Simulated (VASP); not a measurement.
Wanted: the native input for a VASP 6.6.1 run.

* Task: single point
* Functional: PBE
* Potentials or basis: VASP PAW PBE potentials, release 64 (Ca_sv)
* Cutoff: 520 eV
* k mesh: 8 × 8 × 8
* Occupations: fermi-dirac, width 0.05 eV
* Spin: no spin polarisation
* Dipole correction: no
* Further INCAR settings: ALGO = Normal; EDIFF = 1e-06; NBANDS = 11

The structure of Ca lies in POSCAR:

```
Ca
1.0
    0.0000000000      2.6732892009      2.6732892009
    2.6732892009      0.0000000000      2.6732892009
    2.6732892009      2.6732892009      0.0000000000
Ca
1
Direct
    0.0000000000      0.0000000000      0.0000000000
```

These files were run (other wordings do the same):

INCAR

```
SYSTEM = Ca
  ALGO = Normal
  EDIFF = 1E-6
  ENCUT = 520
  GGA = PE
  ISIF = 2
  ISMEAR = -1
  LASPH = .TRUE.
  LCHARG = .FALSE.
  LREAL = .FALSE.
  LWAVE = .FALSE.
  NBANDS = 11
  NELM = 80
  PREC = Accurate
  SIGMA = 0.05
```

KPOINTS

```
k-points
0
G
  8 8 8
  0 0 0
```

Potentials or basis: VASP PAW PBE potentials, release 64 (Ca_sv).

The run is started by

```bash
$ cat potpaw_PBE.64/Ca_sv/POTCAR > POTCAR
$ mpirun -np 1 vasp_std > vasp.out
```

Results of the run:

- Pressure: 2.0 GPa
- Band gap on the k mesh: zero (bands 5 and 6 overlap by 0.21 eV)

It took 15 s on 1 thread of Intel Xeon 8259CL, with other jobs on the host, peak memory 0.16 GiB.
